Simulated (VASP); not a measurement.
# Mg2ZnO3 (P-3m1) in VASP: a series of runs

Runs on Mg2ZnO3. Level: LDA+U. Tasks: single point.

Program: VASP 6.6.1. These are calculated values, not measurements. Logs are shortened: lines on timing, memory, paths and dates and some standing lists are left out, and cuts for length are marked.

## (1) The cell of the first run

Symmetry: P-3m1, No. 164, trigonal system. Conventional cell: a = 3.033 Å, b = 3.033 Å, c = 7.403 Å, α = 90.00°, β = 90.00°, γ = 120.00°. Mg (site symmetry 3m) has 6 O at 2.12 to 2.14 Å within 2.8 Å. Zn (site symmetry -3m) has 6 O at 2.17 Å within 2.9 Å. Within 2.8 Å of O (site symmetry 3m) lie 3 Mg at 2.12 Å and 3 Zn at 2.17 Å. Within 2.8 Å of O (site symmetry -3m) lie 6 Mg at 2.14 Å.

## (2) Single point, LDA+U

The input, INCAR:

```
PREC     = Accurate       # precision mode
ENCUT    = 520            # plane-wave cutoff, eV
EDIFF    = 1E-7           # SCF threshold, eV
ISMEAR   = 0              # smearing method
SIGMA    = 0.01           # smearing width, eV
LREAL    = False          # projectors in reciprocal space
LASPH    = True           # aspherical terms in the spheres
NELM     = 150            # most SCF steps
ALGO     = Normal         # electronic algorithm
ISIF     = 2              # what is computed and relaxed
LWAVE    = False          # write WAVECAR
LCHARG   = False          # write CHGCAR
LDAU     = True           # DFT+U
LDAUTYPE = 2            
LDAUL    = -1 2 -1        # shell
LDAUU    = 0 2 0          # U, eV
LDAUJ    = 0 0 0        
LDAUPRINT= 1            
GGA      = CA             # functional
NBANDS   = 26             # bands
```

The input, KPOINTS:

```
regular mesh
0
Gamma
  12 12 4
```

The input, POSCAR:

```
Mg2ZnO3
1.0
    3.0330000000      0.0000000000      0.0000000000
   -1.5165000000      2.6266500000      0.0000000000
    0.0000000000      0.0000000000      7.4033200000
Mg Zn O
2 1 3
Direct
    0.3333333333      0.6666666667      0.6658000000
    0.6666666667      0.3333333333      0.3342000000
    0.0000000000      0.0000000000      0.0000000000
    0.3333333333      0.6666666667      0.1726200000
    0.6666666667      0.3333333333      0.8273800000
    0.0000000000      0.0000000000      0.5000000000
```

Potentials or basis: VASP PAW LDA potentials, release 64 (Mg, Zn, O).

Run with:

```sh
$ cat potpaw_LDA.64/Mg/POTCAR potpaw_LDA.64/Zn/POTCAR potpaw_LDA.64/O/POTCAR > POTCAR
$ mpirun -np 1 vasp_std > vasp.out
```

OUTCAR:

```text
PREC = Accurate
   ENCUT = 520
   EDIFF = 1E-7
   ISMEAR = 0
   LREAL = False
   LASPH = True
   NELM = 150
   ISIF = 2
   GGA = CA

 ion  position               nearest neighbor table
   1  0.333  0.667  0.666-   5 2.12   5 2.12   5 2.12   6 2.14   6 2.14   6 2.14   2 3.02   2 3.02
                             2 3.02   3 3.03   3 3.03   3 3.03
   2  0.667  0.333  0.334-   4 2.12   4 2.12   4 2.12   6 2.14   6 2.14   6 2.14   1 3.02   1 3.02
                             1 3.02   3 3.03   3 3.03   3 3.03
   3  0.000  0.000  0.000-   4 2.17   5 2.17   5 2.17   4 2.17   5 2.17   4 2.17   1 3.03   2 3.03
                             2 3.03   1 3.03   1 3.03   2 3.03
   4  0.333  0.667  0.173-   2 2.12   2 2.12   2 2.12   3 2.17   3 2.17   3 2.17
   5  0.667  0.333  0.827-   1 2.12   1 2.12   1 2.12   3 2.17   3 2.17   3 2.17
   6  0.000  0.000  0.500-   1 2.14   2 2.14   2 2.14   1 2.14   2 2.14   1 2.14

  LATTYP: Found a hexagonal cell.
 ALAT       =     3.0330000000
 C/A-ratio  =     2.4409231784

  Lattice vectors:

 A1 = (   3.0330000000,   0.0000000000,   0.0000000000)
 A2 = (  -1.5165000000,   2.6266500000,   0.0000000000)
 A3 = (   0.0000000000,   0.0000000000,   7.4033200000)

Analysis of symmetry for initial positions (statically):
=====================================================================
 Subroutine PRICEL returns:
 Original cell was already a primitive cell.

 Routine SETGRP: Setting up the symmetry group for a
 hexagonal supercell.

 Subroutine GETGRP returns: Found 12 space group operations
 (whereof 12 operations were pure point group operations)
 out of a pool of 24 trial point group operations.

The static configuration has the point symmetry D_3d.

Analysis of symmetry for dynamics (positions and initial velocities):
=====================================================================
 Subroutine PRICEL returns:
 Original cell was already a primitive cell.

 Routine SETGRP: Setting up the symmetry group for a
 hexagonal supercell.

 Subroutine GETGRP returns: Found 12 space group operations
 (whereof 12 operations were pure point group operations)
 out of a pool of 24 trial point group operations.

The dynamic configuration has the point symmetry D_3d.

 Subroutine INISYM returns: Found 12 space group operations
 (whereof 12 operations are pure point group operations),
 and found     1 'primitive' translations

----------------------------------------------------------------------------------------

                                     Primitive cell

  volume of cell :      58.9795

  direct lattice vectors                    reciprocal lattice vectors
     3.033000000  0.000000000  0.000000000     0.329706561  0.190356538  0.000000000
    -1.516500000  2.626650000  0.000000000     0.000000000  0.380713076  0.000000000
     0.000000000  0.000000000  7.403320000     0.000000000  0.000000000  0.135074534

  length of vectors
     3.033000000  3.032995627  7.403320000     0.380712527  0.380713076  0.135074534

  position of ions in fractional coordinates (direct lattice)
     0.333333333  0.666666667  0.665800000
     0.666666667  0.333333333  0.334200000
     0.000000000  0.000000000  0.000000000
     0.333333333  0.666666667  0.172620000
     0.666666667  0.333333333  0.827380000
     0.000000000  0.000000000  0.500000000

  ion indices of the primitive-cell ions
   primitive index   ion index
                 1           1
                 2           2
                 3           3
                 4           4
                 5           5
                 6           6

----------------------------------------------------------------------------------------

[... 62 lines left out ...]
   ICHARG =      2    charge: 1-file 2-atom 10-const
   ISPIN  =      1    spin polarized calculation?
   LNONCOLLINEAR =      F non collinear calculations
   LSORBIT =      F    spin-orbit coupling
   LASPH  =      T    aspherical Exc in radial PAW
   ENCUT  =  520.0 eV  38.22 Ry    6.18 a.u.   5.64  5.64 13.77*2*pi/ulx,y,z
   NELM   =    150;   NELMIN=  2; NELMDL= -5     # of ELM steps
   EDIFF  = 0.1E-06   stopping-criterion for ELM
   LREAL  =      F    real-space projection
   EDIFFG = 0.1E-05   stopping-criterion for IOM
   NSW    =      0    number of steps for IOM
   IBRION =     -1    ionic relax: 0-MD 1-quasi-New 2-CG
   NFREE  =      0    steps in history (QN), initial steepest desc. (CG)
   ISIF   =      2    stress and relaxation
   ISYM   =      2    0-nonsym 1-usesym 2-fastsym
   POTIM  = 0.5000    time-step for ionic-motion
   TEBEG  =    0.0;   TEEND  =   0.0 temperature during run
   PSTRESS=    0.0 pullay stress
   NELECT =      34.0000    total number of electrons
   NUPDOWN=      -1.0000    fix difference up-down
   EMIN   =  10.00;   EMAX   =-10.00  energy-range for DOS
   EFERMI =   0.00;   METHOD = LEGACY
   ISMEAR =     0;   SIGMA  =   0.01  broadening in eV -4-tet -1-fermi 0-gaus
   EFERMI_NEDOS =   21; number of points for ismear=-14 and -15
   IALGO  =     38    algorithm
   IMIX   =      4    mixing-type and parameters
     AMIX     =   0.40;   BMIX     =  1.00
     AMIX_MAG =   1.60;   BMIX_MAG =  1.00
  volume/ion in A,a.u.               =       9.83        66.34
  Fermi-wavevector in a.u.,A,eV,Ry     =   1.362492  2.574737 25.257659  1.856386
  Thomas-Fermi vector in A             =   2.488977
   LORBIT       =      0    0 simple, 1 ext, 2 COOP (PROOUT), +10 PAW based schemes
 LDA+U is selected, type is set to LDAUTYPE =  2
   angular momentum for each species LDAUL =    -1    2   -1
   U (eV)           for each species LDAUU =   0.0  2.0  0.0
   J (eV)           for each species LDAUJ =   0.0  0.0  0.0
   GGA     = CA    functional components
   LHFCALC =     F    Hartree Fock is set to
   AEXX    =    0.0000 exact exchange contribution
   IVDW    =     0    specifies the selected vdW correction
   LEPSILON=     F    determine dielectric tensor
   LRPA    =     F    only Hartree local field effects (RPA)
 non-spin polarized calculation
 Gauss-broadening in eV      SIGMA  =   0.01
  energy-cutoff  :      520.00
  volume of cell :       58.98
 maximum number of plane-waves:      1612
 NGX is ok and might be reduce to    24
   NGX = 11   NGY = 11   NGZ = 27

atom =   3  type =  2  l = 2

 onsite density matrix

spin component  1

  0.9934 -0.0000  0.0000 -0.0142  0.0000
 -0.0000  1.0046  0.0000 -0.0000 -0.0142
  0.0000  0.0000  0.9840  0.0000 -0.0000
 -0.0142 -0.0000  0.0000  1.0046  0.0000
  0.0000 -0.0142 -0.0000  0.0000  0.9934

spin component  2

  0.9934 -0.0000  0.0000 -0.0142  0.0000
 -0.0000  1.0046  0.0000 -0.0000 -0.0142
  0.0000  0.0000  0.9840  0.0000 -0.0000
 -0.0142 -0.0000  0.0000  1.0046  0.0000
  0.0000 -0.0142 -0.0000  0.0000  0.9934

 occupancies and eigenvectors

  o =  0.9838  v =  0.0000  0.5623  0.0087  0.0000  0.8269  0.0000  0.0000  0.0000  0.0000  0.0000      0.0000  0.0000  0.0000  0.0000  0.0000  0.0000  0.0000  0.0000  0.0000  0.0000
  o =  0.9838  v =  0.0000  0.0000  0.0000  0.0000  0.0000  0.0000  0.5623  0.0087  0.0000  0.8269      0.0000  0.0000  0.0000  0.0000  0.0000  0.0000  0.0000  0.0000  0.0000  0.0000
  o =  0.9838  v =  0.0000  0.0000  0.0000  0.0000  0.0000 -0.8270 -0.0000  0.0000 -0.5623  0.0000      0.0000  0.0000  0.0000  0.0000  0.0000  0.0000  0.0000  0.0000  0.0000  0.0000
  o =  0.9838  v = -0.8270 -0.0000  0.0000 -0.5623  0.0000  0.0000  0.0000  0.0000  0.0000  0.0000      0.0000  0.0000  0.0000  0.0000  0.0000  0.0000  0.0000  0.0000  0.0000  0.0000
  o =  0.9840  v =  0.0000  0.0000  0.0000  0.0000  0.0000  0.0000  0.0049 -1.0000 -0.0000  0.0072      0.0000  0.0000  0.0000  0.0000  0.0000  0.0000  0.0000  0.0000  0.0000  0.0000
  o =  0.9840  v =  0.0000  0.0049 -1.0000 -0.0000  0.0072  0.0000  0.0000  0.0000  0.0000  0.0000      0.0000  0.0000  0.0000  0.0000  0.0000  0.0000  0.0000  0.0000  0.0000  0.0000
  o =  1.0142  v =  0.0000 -0.8269 -0.0000  0.0000  0.5623  0.0000  0.0000  0.0000  0.0000  0.0000      0.0000  0.0000  0.0000  0.0000  0.0000  0.0000  0.0000  0.0000  0.0000  0.0000
  o =  1.0142  v =  0.0000  0.0000  0.0000  0.0000  0.0000  0.0000 -0.8269 -0.0000  0.0000  0.5623      0.0000  0.0000  0.0000  0.0000  0.0000  0.0000  0.0000  0.0000  0.0000  0.0000
  o =  1.0142  v =  0.5623 -0.0000  0.0000 -0.8270  0.0000  0.0000  0.0000  0.0000  0.0000  0.0000      0.0000  0.0000  0.0000  0.0000  0.0000  0.0000  0.0000  0.0000  0.0000  0.0000
  o =  1.0142  v =  0.0000  0.0000  0.0000  0.0000  0.0000  0.5623 -0.0000  0.0000 -0.8270  0.0000      0.0000  0.0000  0.0000  0.0000  0.0000  0.0000  0.0000  0.0000  0.0000  0.0000

 number of electron      34.0000020 magnetization

 Free energy of the ion-electron system (eV)
  ---------------------------------------------------
  ext. energy  EPLUGINS =         0.00000000
  ---------------------------------------------------
  free energy    TOTEN  =       -37.10446944 eV

  energy without entropy =      -37.10446944  energy(sigma->0) =      -37.10446944

 E-fermi :   2.4901     XC(G=0): -11.8241

 val. band max:        2.3729688060   @ k =   0.0000   0.0000   0.5000
 cond. band min:       5.3204374939   @ k =   0.0000   0.0000   0.0000
 fundamental gap:      2.9474686879
 Fermi energy:         2.4900592127

 k-point     1 :       0.0000    0.0000    0.0000
  band No.  band energies     occupation
      1     -14.8136      2.00000
      2     -13.9634      2.00000
      3     -13.7472      2.00000
      4      -3.5279      2.00000
      5      -3.1000      2.00000
      6      -3.1000      2.00000
[... 685 lines left out ...]
     25      16.4714      0.00000
     26      16.9221      0.00000

 [... further k-points ...]

------------------------ aborting loop because EDIFF is reached ----------------------------------------

  FORCE on cell =-STRESS in cart. coord.  units (eV):
  Direction    XX          YY          ZZ          XY          YZ          ZX
  --------------------------------------------------------------------------------------
  -------------------------------------------------------------------------------------
  Total       -5.1457418     -5.1457220     -5.2083997      0.0000000      0.0000000      0.0000000
  in kB     -139.7839905   -139.7834530   -141.4860898      0.0000000      0.0000000      0.0000000
  external PRESSURE =    -140.3511778 kB  Pullay stress =       0.0000000 kB

 VOLUME and BASIS-vectors are now :
 -----------------------------------------------------------------------------
  energy-cutoff  :      520.00
  volume of cell :       58.98
      direct lattice vectors                 reciprocal lattice vectors
     3.033000000  0.000000000  0.000000000     0.329706561  0.190356538  0.000000000
    -1.516500000  2.626650000  0.000000000     0.000000000  0.380713076  0.000000000
     0.000000000  0.000000000  7.403320000     0.000000000  0.000000000  0.135074534

 POSITION                                       TOTAL-FORCE (eV/Angst)
 -----------------------------------------------------------------------------------
     -0.00000      1.75110      4.92913         0.000000      0.000000      0.036849
      1.51650      0.87555      2.47419         0.000000      0.000000     -0.036849
      0.00000      0.00000      0.00000         0.000000      0.000000      0.000000
     -0.00000      1.75110      1.27796        -0.000000      0.000000     -0.288900
      1.51650      0.87555      6.12536         0.000000     -0.000000      0.288900
      0.00000      0.00000      3.70166         0.000000      0.000000      0.000000
 -----------------------------------------------------------------------------------
    total drift:                                0.000000     -0.000000      0.000000

  FREE ENERGIE OF THE ION-ELECTRON SYSTEM (eV)
  ---------------------------------------------------
  free  energy   TOTEN  =       -37.1044694397 eV

  energy  without entropy=      -37.1044694397  energy(sigma->0) =      -37.10446944
```

Run time: 41 s. Hardware: 1 thread of Intel Xeon 6975P-C (Granite Rapids), shared host; peak memory 0.22 GiB.

Results:

```
Free energy            : -37.1045 eV
Pressure               : -14.0 GPa
Largest force          : 0.289 eV/Å
Band gap on the k mesh : 2.95 eV, indirect (least direct gap 3.06 eV)
```

Forces on the atoms (eV/Å):
```
Mg   0.000  0.000  0.037
Mg   0.000  0.000 -0.037
Zn   0.000  0.000  0.000
O    0.000  0.000 -0.289
O    0.000  0.000  0.289
O    0.000  0.000  0.000
```

Stress tensor (GPa, compression positive):
```
-13.98   0.00   0.00
  0.00 -13.98   0.00
  0.00   0.00 -14.15
```

Levels at points of the mesh, in eV from the valence-band top:
| k point | band 13 | band 14 | band 15 | band 16 | band 17 | band 18 | band 19 | band 20 | band 21 | band 22 |
| --- | --- | --- | --- | --- | --- | --- | --- | --- | --- | --- |
| (0.00, 0.00, 0.00) | -0.35 | -0.33 | -0.33 | -0.11 | -0.11 | 2.95 | 6.34 | 6.58 | 11.12 | 11.71 |
| (0.50, 0.00, 0.00) | -1.74 | -1.55 | -1.06 | -0.84 | -0.42 | 6.37 | 7.43 | 8.51 | 9.54 | 10.87 |
| (0.00, 0.00, 0.50) | -0.63 | -0.62 | -0.62 | 0.00 | 0.00 | 4.05 | 5.23 | 6.84 | 11.27 | 12.87 |
| (0.50, 0.00, 0.50) | -1.88 | -1.64 | -1.25 | -0.32 | -0.28 | 6.60 | 6.69 | 8.94 | 10.15 | 10.60 |

Eigenvalues of the final occupation matrices:
| site | spin | trace | eigenvalues |
| --- | --- | --- | --- |
| site 3 d | 1 | 4.98 | 0.98 0.98 0.98 1.01 1.01 |
| site 3 d | 2 | 4.98 | 0.98 0.98 0.98 1.01 1.01 |

A k mesh can miss the band edges.

## (3) Single point, LDA+U

The input, INCAR:

```
PREC     = Accurate       # precision mode
ENCUT    = 520            # plane-wave cutoff, eV
EDIFF    = 1E-6           # SCF threshold, eV
ISMEAR   = 0              # smearing method
SIGMA    = 0.01           # smearing width, eV
LREAL    = False          # projectors in reciprocal space
LASPH    = True           # aspherical terms in the spheres
NELM     = 150            # most SCF steps
ALGO     = Normal         # electronic algorithm
ISIF     = 2              # what is computed and relaxed
LWAVE    = False          # write WAVECAR
LCHARG   = True           # write CHGCAR
LDAU     = True           # DFT+U
LDAUTYPE = 2            
LDAUL    = -1 2 -1        # shell
LDAUU    = 0 4 0          # U, eV
LDAUJ    = 0 0 0        
LDAUPRINT= 1            
LELF     = True           # ELF
LVHAR    = True         
NBANDS   = 26             # bands
```

KPOINTS is that of step 2.

POSCAR is that of step 2.

Potentials or basis: VASP PAW LDA potentials, release 64 (Mg, Zn, O).

Run with:

```sh
$ cat potpaw_LDA.64/Mg/POTCAR potpaw_LDA.64/Zn/POTCAR potpaw_LDA.64/O/POTCAR > POTCAR
$ mpirun -np 1 vasp_std > vasp.out
```

Wall time 38 s (1 thread of Intel Xeon 6975P-C (Granite Rapids), shared host); peak memory 0.23 GiB.

It converged, with:

| Property | Result |
| --- | --- |
| Free energy | -37.0845 eV |
| Pressure | -15.4 GPa |
| Largest force | 0.451 eV/Å |
| Band gap on the k mesh | 3.05 eV, indirect (least direct gap 3.18 eV) |

Forces on the atoms (eV/Å):
```
Mg   0.000  0.000  0.050
Mg   0.000  0.000 -0.050
Zn   0.000  0.000  0.000
O    0.000  0.000 -0.451
O    0.000  0.000  0.451
O    0.000  0.000  0.000
```

Stress tensor (GPa, compression positive):
```
-15.32   0.00   0.00
  0.00 -15.32   0.00
  0.00   0.00 -15.50
```

Levels at points of the mesh, in eV from the valence-band top:
| k point | band 15 | band 16 | band 17 | band 18 | band 19 | band 20 |
| --- | --- | --- | --- | --- | --- | --- |
| (0.00, 0.00, 0.00) | -0.25 | -0.13 | -0.13 | 3.05 | 6.44 | 6.66 |
| (0.50, 0.00, 0.00) | -0.98 | -0.91 | -0.45 | 6.49 | 7.55 | 8.58 |
| (0.00, 0.00, 0.50) | -0.54 | 0.00 | 0.00 | 4.15 | 5.31 | 6.94 |
| (0.50, 0.00, 0.50) | -1.19 | -0.34 | -0.30 | 6.73 | 6.79 | 9.02 |

Eigenvalues of the final occupation matrices:
| site | spin | trace | eigenvalues |
| --- | --- | --- | --- |
| site 3 d | 1 | 5.00 | 0.99 0.99 0.99 1.02 1.02 |
| site 3 d | 2 | 5.00 | 0.99 0.99 0.99 1.02 1.02 |

A k mesh can miss the band edges.

(Continued in part 2 of 2.)
